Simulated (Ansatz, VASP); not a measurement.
ZrTaTe4 in VASP and in Ansatz

The input INCAR:

```
PREC     = Accurate       # precision mode
ENCUT    = 520            # plane-wave cutoff, eV
EDIFF    = 1E-6           # SCF threshold, eV
ISMEAR   = 0              # smearing method
SIGMA    = 0.05           # smearing width, eV
LREAL    = False          # projectors in reciprocal space
LASPH    = True           # aspherical terms in the spheres
NELM     = 150            # most SCF steps
ALGO     = Normal         # electronic algorithm
ISIF     = 2              # what is computed and relaxed
LWAVE    = False          # write WAVECAR
LCHARG   = False          # write CHGCAR
ISPIN    = 2              # spin polarisation
MAGMOM   = 1 0 0 0 0 0    # initial moments
LORBIT   = 11             # projections on sites
LMAXMIX  = 4              # l up to which the mixer works
LDAU     = True           # DFT+U
LDAUTYPE = 2            
LDAUL    = 2 -1 -1        # shell
LDAUU    = 1 0 0          # U, eV
LDAUJ    = 0 0 0        
LDAUPRINT= 1            
GGA      = CA             # functional
NBANDS   = 36             # bands
```

KPOINTS

```
Automatic mesh
0
Gamma
  6 6 2
```

Contents of POSCAR:

```
ZrTaTe4
1.0
    3.8325258200      0.0000000000      0.0000000000
   -1.9162629100      3.3190647200      0.0000000000
    0.0000000000      0.0000000000     14.5082059000
Ta Te Zr
1 4 1
Direct
    0.0000000000      0.0000000000      0.0000000000
    0.3333333333      0.6666666667      0.8780300000
    0.3333333333      0.6666666667      0.3713200000
    0.6666666667      0.3333333333      0.6286800000
    0.6666666667      0.3333333333      0.1219700000
    0.0000000000      0.0000000000      0.5000000000
```

Input for Ansatz:

```yaml
crystal:
  lattice:
    - [3.83252582, 0.0, 0.0]
    - [-1.91626291, 3.31906472, 0.0]
    - [0.0, 0.0, 14.5082059]
  atoms:
    - { symbol: Ta, position: [0.0, 0.0, 0.0], spin: 1.0 }
    - { symbol: Te, position: [0.3333333333, 0.6666666667, 0.87803] }
    - { symbol: Te, position: [0.3333333333, 0.6666666667, 0.37132] }
    - { symbol: Te, position: [0.6666666667, 0.3333333333, 0.62868] }
    - { symbol: Te, position: [0.6666666667, 0.3333333333, 0.12197] }
    - { symbol: Zr, position: [0.0, 0.0, 0.5] }
basis:
  ecutwfc: 420
  ecutrho_ratio: 4
kpoints:
  mp_grid: { grid: [6, 6, 2] }
hamiltonian:
  xc: lda
  hubbard: { sites: [{ site: 0, l: d, u_eff: 1.0 }] }
scf:
  occupations: { method: gaussian, width: 0.05 }
  lower_state_search: "off"
  max_iter: 150
output:
  forces: true
  stress: true
  eigenvalues: true
  populations: true
  hubbard: { sites: [{ site: 0, l: d }] }
magnetization:
  spin_polarized: true
```

Alike in both runs: task single point; functional LDA; k mesh 6 × 6 × 2; occupations gaussian, width 0.05 eV; collinear spin; Hubbard terms Ta d U = 1.0 eV.

```csv
,VASP,Ansatz
version,VASP 6.6.1,Ansatz 0.2.0
potentials or method,"VASP PAW LDA potentials, release 64 (Ta_pv, Te, Zr_sv), cutoff 520 eV","scalar-relativistic, plane waves, PAW"
valence electrons in the cell,47,89
```

Ansatz gave:

```
gap on the k mesh at the Fermi level (eV)                     : none
pressure (GPa)                                                : -4.4
traceless stress, the component that is largest in VASP (GPa) : -0.58
rms of the force components (eV/Å)                            : 0.219
net moment per atom (μB)                                      : 0.00
```

Which values does VASP return?

gap on the k mesh at the Fermi level (eV): none; pressure (GPa): -4.2; traceless stress, the component that is largest in VASP (GPa): -0.48; rms of the force components (eV/Å): 0.186; net moment per atom (μB): 0.00.

LDA's correlation is that of Perdew and Zunger in VASP and of Perdew and Wang (1992) in Ansatz. The programs project onto different local orbitals, so the same U acts differently, and such runs can settle in different states. Atom by atom the forces differ by 0.036 eV/Å (rms over components). A gap of «none» marks a metal or a gap that the smearing closes. VASP's potentials hold 47 valence electrons a cell and Ansatz's 89, so a difference there can come from the potentials and not from the codes. Ansatz's warnings: filled band counts differ across k points, seeded moment not kept.

Neither program's run includes spin-orbit coupling.
